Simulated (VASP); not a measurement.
Runs of VASP 6.6.1 on KCl. The structure is that of space group P6_3/mmc (No. 194), or close to it. The cells are those of the table. 

```csv
task,level,potentials or basis,cell,k mesh,cutoff (eV),smearing,gap on the mesh (eV),pressure (GPa),relaxed volume (Å³/atom)
single point,PBE,"VASP PAW PBE potentials, release 64 (K_sv, Cl)","a = 5.344, b = 5.344, c = 6.239 Å, angles 90.0, 90.0, 120.0°, 4 atoms",6 × 6 × 4,520,fermi-dirac 0.02 eV,4.77,0.5,-
single point,PBE,"VASP PAW PBE potentials, release 64 (K_sv, Cl)","a = 5.392, b = 5.392, c = 6.324 Å, angles 90.0, 90.0, 120.0°, 4 atoms",6 × 6 × 4,520,fermi-dirac 0.02 eV,4.71,0.0,-
relaxation of cell and atoms,PBEsol,"VASP PAW PBE potentials, release 64 (K_sv, Cl)","relaxed from a = 5.392, b = 5.392, c = 6.324 Å, angles 90.0, 90.0, 120.0°, 4 atoms",6 × 6 × 4,600,fermi-dirac 0.02 eV,4.79,0.0,37.80
single point,r2SCAN,"VASP PAW PBE potentials, release 64 (K_sv, Cl)","a = 5.344, b = 5.344, c = 6.239 Å, angles 90.0, 90.0, 120.0°, 4 atoms",6 × 6 × 4,520,fermi-dirac 0.02 eV,5.35,0.0,-
single point,LDA,"VASP PAW LDA potentials, release 64 (K_sv, Cl)","a = 5.344, b = 5.344, c = 6.239 Å, angles 90.0, 90.0, 120.0°, 4 atoms",6 × 6 × 4,520,gaussian 0.01 eV,(b),-1.4,-
relaxation of cell and atoms,PBE,"VASP PAW PBE potentials, release 64 (K_sv, Cl)","relaxed from a = 4.914, b = 4.914, c = 6.142 Å, angles 90.0, 90.0, 120.0°, 4 atoms",6 × 6 × 4,600,fermi-dirac 0.02 eV,4.71,0.0,39.83
single point,PBE,"VASP PAW PBE potentials, release 64 (K_sv, Cl)","a = 5.344, b = 5.344, c = 6.239 Å, angles 90.0, 90.0, 120.0°, 4 atoms",6 × 6 × 2,520,gaussian 0.01 eV,4.77,0.5,-
single point,PBEsol,"VASP PAW PBE potentials, release 64 (K_sv, Cl)","a = 5.300, b = 5.300, c = 6.188 Å, angles 90.0, 90.0, 120.0°, 4 atoms",6 × 6 × 4,520,fermi-dirac 0.02 eV,(a),0.0,-
```

Alike in all rows: no spin polarisation.

Task: Fill in the values left out.

Result: (a) 4.80; (b) 4.44.

Caveats: some runs use coarse meshes; the PAW data sets were made with another functional, which shifts forces and pressure a little (at least some runs); the volume moved by over 15 % at a fixed basis, so the end points are rough (at least some runs).

A k mesh can miss the band edges.
